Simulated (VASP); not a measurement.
# SrO (I4/mmm) in VASP: single point with HSE06

Aim: the single point of SrO with HSE06.

Everything below comes from runs of VASP 6.6.1. Logs are shortened: lines on timing, memory, paths and dates and some standing lists are left out, and cuts for length are marked.

### Step 1. The cell of the first run

Symmetry: I4/mmm, No. 139, tetragonal system. The conventional cell has a = 3.466 Å, b = 3.466 Å, c = 5.314 Å, α = 90.00°, β = 90.00°, γ = 90.00°. Sr (site symmetry 4/mmm) has 6 O at 2.45 to 2.66 Å within 3.2 Å. Within 3.2 Å of O (site symmetry 4/mmm) lie 6 Sr at 2.45 to 2.66 Å.

### Step 2. Single point, HSE06 (epitaxial xy strain -5.0%)

Contents of POSCAR:

```
SrO
1.0
    0.0000000000      2.4508977102      2.6570480877
    2.4508977102      0.0000000000      2.6570480877
    2.4508977102      2.4508977102      0.0000000000
Sr O
1 1
Direct
    0.0000000000      0.0000000000      0.0000000000
    0.5000000000      0.5000000000      0.5000000000
```

Contents of INCAR.step1:

```
  PREC = Accurate
  ENCUT = 520
  EDIFF = 1E-5
  ISMEAR = 0
  SIGMA = 0.01
  LREAL = F
  LASPH = T
  NELM = 60
  ALGO = Normal
  ISIF = 2
  LWAVE = T
  LCHARG = F
  GGA = PE
  NBANDS = 15
```

Contents of INCAR.step2:

```
  PREC = Accurate
  ENCUT = 520
  EDIFF = 1E-6
  ISMEAR = 0
  SIGMA = 0.01
  LREAL = F
  LASPH = T
  NELM = 60
  ALGO = Normal
  ISIF = 2
  LWAVE = F
  LCHARG = F
  GGA = PE
  LHFCALC = T
  HFSCREEN = 0.2079
  PRECFOCK = Normal
  ISTART = 1
  NBANDS = 15
```

Contents of KPOINTS:

```
regular mesh
0
Gamma
  6 6 6
```

Potentials or basis: VASP PAW PBE potentials, release 64 (Sr_sv, O).

On the command line:

```
$ cat potpaw_PBE.64/Sr_sv/POTCAR potpaw_PBE.64/O/POTCAR > POTCAR
$ cp INCAR.step1 INCAR
$ mpirun -np 1 vasp_std > vasp.out
$ cp INCAR.step2 INCAR
$ mpirun -np 1 vasp_std > vasp.out
```

OUTCAR:

```text
PREC = Accurate
   ENCUT = 520
   EDIFF = 1E-6
   ISMEAR = 0
   LREAL = F
   LASPH = T
   NELM = 60
   ISIF = 2
   GGA = PE
   LHFCALC = T
   HFSCREEN = 0.2079
   PRECFOCK = Normal
   ISTART = 1

 ion  position               nearest neighbor table
   1  0.000  0.000  0.000-   2 2.45   2 2.45   2 2.45   2 2.45   2 2.66   2 2.66
   2  0.500  0.500  0.500-   1 2.45   1 2.45   1 2.45   1 2.45   1 2.66   1 2.66

  LATTYP: Found a body centered tetragonal cell.
 ALAT       =     3.4660927818
 C/A-ratio  =     1.5331661643

  Lattice vectors:

 A1 = (  -2.4508977102,   0.0000000000,   2.6570480877)
 A2 = (   2.4508977102,   0.0000000000,   2.6570480877)
 A3 = (   0.0000000000,   2.4508977102,  -2.6570480877)

Analysis of symmetry for initial positions (statically):
=====================================================================
 Subroutine PRICEL returns:
 Original cell was already a primitive cell.

 Routine SETGRP: Setting up the symmetry group for a
 body centered tetragonal supercell.

 Subroutine GETGRP returns: Found 16 space group operations
 (whereof 16 operations were pure point group operations)
 out of a pool of 16 trial point group operations.

The static configuration has the point symmetry D_4h.

Analysis of symmetry for dynamics (positions and initial velocities):
=====================================================================
 Subroutine PRICEL returns:
 Original cell was already a primitive cell.

 Routine SETGRP: Setting up the symmetry group for a
 body centered tetragonal supercell.

 Subroutine GETGRP returns: Found 16 space group operations
 (whereof 16 operations were pure point group operations)
 out of a pool of 16 trial point group operations.

The dynamic configuration has the point symmetry D_4h.

 Subroutine INISYM returns: Found 16 space group operations
 (whereof 16 operations are pure point group operations),
 and found     1 'primitive' translations

----------------------------------------------------------------------------------------

                                     Primitive cell

  volume of cell :      31.9212

  direct lattice vectors                    reciprocal lattice vectors
     0.000000000  2.450897710  2.657048088    -0.204006882  0.204006882  0.188178755
     2.450897710  0.000000000  2.657048088     0.204006882 -0.204006882  0.188178755
     2.450897710  2.450897710  0.000000000     0.204006882  0.204006882 -0.188178755

  length of vectors
     3.614803470  3.614803470  3.466092782     0.344454437  0.344454437  0.344454437

  position of ions in fractional coordinates (direct lattice)
     0.000000000  0.000000000  0.000000000
     0.500000000  0.500000000  0.500000000

  ion indices of the primitive-cell ions
   primitive index   ion index
                 1           1
                 2           2

----------------------------------------------------------------------------------------

 KPOINTS: regular mesh

Automatic generation of k-mesh.
 Grid dimensions read from file:
 generate k-points for:    6    6    6

 Generating k-lattice:

  Cartesian coordinates                     Fractional coordinates (reciprocal lattice)
    -0.034001147  0.034001147  0.031363126     0.166666667 -0.000000000  0.000000000
     0.034001147 -0.034001147  0.031363126    -0.000000000  0.166666667  0.000000000
     0.034001147  0.034001147 -0.031363126     0.000000000  0.000000000  0.166666667

  Length of vectors
     0.057409073  0.057409073  0.057409073

  Shift w.r.t. Gamma in fractional coordinates (k-lattice)
     0.000000000  0.000000000  0.000000000

 Subroutine IBZKPT returns following result:
 ===========================================

 Found     30 irreducible k-points:

 Following reciprocal coordinates:
            Coordinates               Weight
  0.000000  0.000000  0.000000      1.000000
  0.166667  0.000000  0.000000      8.000000
  0.333333 -0.000000  0.000000      8.000000
  0.500000  0.000000  0.000000      4.000000
  0.166667  0.166667  0.000000      2.000000
  0.333333  0.166667  0.000000      8.000000
[... 16 lines left out ...]
  0.333333  0.000000  0.333333      4.000000
  0.500000  0.000000  0.333333     16.000000
 [... further k-points ...]
   k-points           NKPTS =     30   k-points in BZ     NKDIM =    216   number of bands    NBANDS=     15
   number of dos      NEDOS =    301   number of ions     NIONS =      2
   total plane-waves  NPLWV =  21952
   dimension x,y,z NGX =    28 NGY =   28 NGZ =   28
   dimension x,y,z NGXF=    56 NGYF=   56 NGZF=   56
   ions per type =               1   1
   NGX,Y,Z   is equivalent  to a cutoff of  12.88, 12.88, 13.43 a.u.
   NGXF,Y,Z  is equivalent  to a cutoff of  25.75, 25.75, 26.86 a.u.
 SYSTEM =  unknown system
   PREC   = accura    normal or accurate (medium, high low for compatibility)
   ISTART =      1    job   : 0-new  1-cont  2-samecut
   ICHARG =      0    charge: 1-file 2-atom 10-const
   ISPIN  =      1    spin polarized calculation?
   LNONCOLLINEAR =      F non collinear calculations
   LSORBIT =      F    spin-orbit coupling
   LASPH  =      T    aspherical Exc in radial PAW
   ENCUT  =  520.0 eV  38.22 Ry    6.18 a.u.   6.72  6.72  6.44*2*pi/ulx,y,z
   NELM   =     60;   NELMIN=  2; NELMDL=  0     # of ELM steps
   EDIFF  = 0.1E-05   stopping-criterion for ELM
   LREAL  =      F    real-space projection
   EDIFFG = 0.1E-04   stopping-criterion for IOM
   NSW    =      0    number of steps for IOM
   IBRION =     -1    ionic relax: 0-MD 1-quasi-New 2-CG
   NFREE  =      0    steps in history (QN), initial steepest desc. (CG)
   ISIF   =      2    stress and relaxation
   ISYM   =      3    0-nonsym 1-usesym 2-fastsym
   POTIM  = 0.5000    time-step for ionic-motion
   TEBEG  =    0.0;   TEEND  =   0.0 temperature during run
   PSTRESS=    0.0 pullay stress
   NELECT =      16.0000    total number of electrons
   NUPDOWN=      -1.0000    fix difference up-down
   EMIN   =  10.00;   EMAX   =-10.00  energy-range for DOS
   EFERMI =   0.00;   METHOD = LEGACY
   ISMEAR =     0;   SIGMA  =   0.01  broadening in eV -4-tet -1-fermi 0-gaus
   EFERMI_NEDOS =   21; number of points for ismear=-14 and -15
   IALGO  =     38    algorithm
   IMIX   =      1    mixing-type and parameters
     AMIX     =   0.40;   BMIX     =  1.00
     AMIX_MAG =   1.60;   BMIX_MAG =  1.00
  volume/ion in A,a.u.               =      15.96       107.71
  Fermi-wavevector in a.u.,A,eV,Ry     =   1.300434  2.457463 23.009192  1.691128
  Thomas-Fermi vector in A             =   2.431633
   LORBIT       =      0    0 simple, 1 ext, 2 COOP (PROOUT), +10 PAW based schemes
   GGA     = PE    functional components
   LHFCALC =     T    Hartree Fock is set to
   PRECFOCK=normal    Normal, Fast or Accurate (Low or Medium for compatibility)
   ENCUT4O =  -1.0   cutoff for four orbital integrals eV
   NKREDX  =     1    reduce k-point grid by
   NKREDY  =     1    reduce k-point grid by
   NKREDZ  =     1    reduce k-point grid by
   AEXX    =    0.2500 exact exchange contribution
   HFSCREEN=    0.2079 screening length (either q_TF or 0.3 A-1)
   HFSCREENC=   0.2079 screening length for correlation (either q_TF or 0.3 A-1)
   ENCUTFOCK=  -1.0 apply spherical cutoff to Coloumb kernel
   IVDW    =     0    specifies the selected vdW correction
   LEPSILON=     F    determine dielectric tensor
   LRPA    =     F    only Hartree local field effects (RPA)
 non-spin polarized calculation
 Gauss-broadening in eV      SIGMA  =   0.01
  energy-cutoff  :      520.00
  volume of cell :       31.92
 maximum number of plane-waves:       885
  NGX = 24; NGY = 24; NGZ = 20

 number of electron      15.9999999 magnetization

 Free energy of the ion-electron system (eV)
  ---------------------------------------------------
  ext. energy  EPLUGINS =         0.00000000
  ---------------------------------------------------
  free energy    TOTEN  =       -14.04418226 eV

  energy without entropy =      -14.04418226  energy(sigma->0) =      -14.04418226

 E-fermi :   1.0907     XC(G=0):  -8.4922

 val. band max:        0.9955754569   @ k =   0.5000   0.0000   0.5000
 cond. band min:       5.5347147237   @ k =   0.5000   0.0000   0.5000
 fundamental gap:      4.5391392668
 Fermi energy:         1.0907263505

 k-point     1 :       0.0000    0.0000    0.0000
  band No.  band energies     occupation
      1     -33.1926      2.00000
      2     -15.7689      2.00000
      3     -13.5012      2.00000
      4     -13.4586      2.00000
      5     -13.4586      2.00000
      6       0.7332      2.00000
      7       0.9809      2.00000
      8       0.9809      2.00000
      9       6.6451      0.00000
     10       8.4956      0.00000
     11       9.1907      0.00000
     12       9.1907      0.00000
     13      11.0383      0.00000
     14      11.9119      0.00000
     15      15.5811      0.00000

 k-point     2 :       0.1667    0.0000    0.0000
  band No.  band energies     occupation
      1     -33.1433      2.00000
      2     -16.2588      2.00000
      3     -13.5441      2.00000
      4     -13.4568      2.00000
      5     -13.0651      2.00000
      6       0.1242      2.00000
      7       0.4680      2.00000
      8       0.5523      2.00000
      9       7.8221      0.00000
     10       8.6883      0.00000
     11       9.4221      0.00000
     12       9.7485      0.00000
     13      11.8670      0.00000
     14      12.7847      0.00000
     15      17.4497      0.00000

 k-point     3 :       0.3333   -0.0000    0.0000
  band No.  band energies     occupation
      1     -33.0425      2.00000
      2     -16.9908      2.00000
      3     -13.6387      2.00000
      4     -13.4520      2.00000
      5     -12.5144      2.00000
      6      -1.0242      2.00000
      7      -0.1892      2.00000
      8      -0.1774      2.00000
      9       8.9751      0.00000
     10      10.0940      0.00000
     11      11.0038      0.00000
     12      11.1465      0.00000
     13      13.6668      0.00000
     14      14.6689      0.00000
     15      19.3116      0.00000
[... 343 lines left out ...]
 k-point    23 :       0.3333    0.0000    0.3333
  band No.  band energies     occupation
      1     -32.9820      2.00000
      2     -16.4822      2.00000
      3     -13.9530      2.00000
      4     -13.8056      2.00000
      5     -13.4199      2.00000
      6      -0.3062      2.00000
      7       0.5439      2.00000
      8       0.8951      2.00000
      9       6.1472      0.00000
     10       9.5077      0.00000
     11      12.8994      0.00000
     12      12.9624      0.00000
     13      13.1362      0.00000
     14      14.4724      0.00000
     15      20.6626      0.00000

 k-point    24 :       0.5000    0.0000    0.3333
  band No.  band energies     occupation
      1     -32.9335      2.00000
      2     -16.3884      2.00000
      3     -14.2920      2.00000
      4     -13.8921      2.00000
      5     -13.5685      2.00000
      6       0.1659      2.00000
      7       0.3956      2.00000
      8       0.5646      2.00000
      9       6.4772      0.00000
     10      10.7788      0.00000
     11      12.2994      0.00000
     12      13.5371      0.00000
     13      14.1545      0.00000
     14      16.0182      0.00000
     15      17.8001      0.00000

 [... further k-points ...]
[... 5 lines left out ...]
  --------------------------------------------------------------------------------------
  -------------------------------------------------------------------------------------
  Total        2.9082083      2.9082083      0.1039947      0.0000000     -0.0000000      0.0000000
  in kB      145.9675492    145.9675492      5.2196561      0.0000000     -0.0000000      0.0000000
  external PRESSURE =      99.0515848 kB  Pullay stress =       0.0000000 kB

 VOLUME and BASIS-vectors are now :
 -----------------------------------------------------------------------------
  energy-cutoff  :      520.00
  volume of cell :       31.92
      direct lattice vectors                 reciprocal lattice vectors
     0.000000000  2.450897710  2.657048088    -0.204006882  0.204006882  0.188178755
     2.450897710  0.000000000  2.657048088     0.204006882 -0.204006882  0.188178755
     2.450897710  2.450897710  0.000000000     0.204006882  0.204006882 -0.188178755

 POSITION                                       TOTAL-FORCE (eV/Angst)
 -----------------------------------------------------------------------------------
      0.00000      0.00000      0.00000         0.000000      0.000000     -0.000000
      2.45090      2.45090      2.65705         0.000000      0.000000      0.000000
 -----------------------------------------------------------------------------------
    total drift:                                0.000000     -0.000000     -0.000001

  FREE ENERGIE OF THE ION-ELECTRON SYSTEM (eV)
  ---------------------------------------------------
  free  energy   TOTEN  =       -14.0441822638 eV

  energy  without entropy=      -14.0441822638  energy(sigma->0) =      -14.04418226
```

Wall time 1.9 h (1 thread of Intel Xeon 8259CL, shared host); peak memory 0.29 GiB.

What came out:

- Free energy: -14.0442 eV
- Pressure: 9.9 GPa
- Band gap on the k mesh: 4.54 eV

Levels at points of the mesh, in eV from the valence-band top:
```csv
k point,band 5,band 6,band 7,band 8,band 9,band 10,band 11,band 12
"(0.00, 0.00, 0.00)",-14.45,-0.26,-0.01,-0.01,5.65,7.50,8.20,8.20
"(0.50, 0.00, 0.00)",-13.29,-2.51,-1.51,-1.45,8.42,10.37,11.02,11.10
"(0.50, 0.50, 0.00)",-14.82,-0.77,-0.05,-0.05,4.82,10.05,12.45,12.47
"(0.50, 0.00, 0.50)",-14.90,-0.36,-0.26,0.00,4.54,9.87,12.53,12.66
```

Caveat: the cell differs from its parent crystal (epitaxial xy strain -5.0%); the stress differs along the axes, from 1 to 15 GPa; the PAW data sets were made with another functional, which shifts forces and pressure a little. A k mesh can miss the band edges.
